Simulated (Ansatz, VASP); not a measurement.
**Ge: VASP beside Ansatz**

```
CELL_PARAMETERS angstrom
3.29332 -6.78732 0.00000
3.29332 6.78732 0.00000
0.00000 0.00000 3.89180
ATOMIC_POSITIONS crystal
Ge 0.14822 0.48139 0.00000
Ge 0.85178 0.51861 0.00000
Ge 0.51861 0.85178 0.00000
Ge 0.48139 0.14822 0.00000
Ge 0.90473 0.72637 0.50000
Ge 0.09527 0.27363 0.50000
Ge 0.27363 0.09527 0.50000
Ge 0.72637 0.90473 0.50000
```

Alike in both runs: task relaxation of cell and atoms; functional PBE; k mesh 4 × 4 × 4; occupations gaussian, width 0.1 eV; no spin polarisation.

|  | VASP | Ansatz |
| --- | --- | --- |
| version | VASP 6.6.1 | Ansatz 0.2.0 |
| potentials or method | VASP PAW PBE potentials, release 64 (Ge_d), cutoff 600 eV | scalar-relativistic, plane waves, PAW |
| valence electrons in the cell | 112 | 112 |

VASP gave:

- gap on the k mesh at the Fermi level, each at its own relaxed structure (eV): 0.13
- relaxed volume (Å³/atom): 24.62
- relaxed length of the cell vector where the two differ most in proportion (Å): 7.819

Question: Which values does Ansatz return?

Answer: gap on the k mesh at the Fermi level, each at its own relaxed structure (eV): 0.14; relaxed volume (Å³/atom): 24.58; relaxed length of the cell vector where the two differ most in proportion (Å): 7.808.
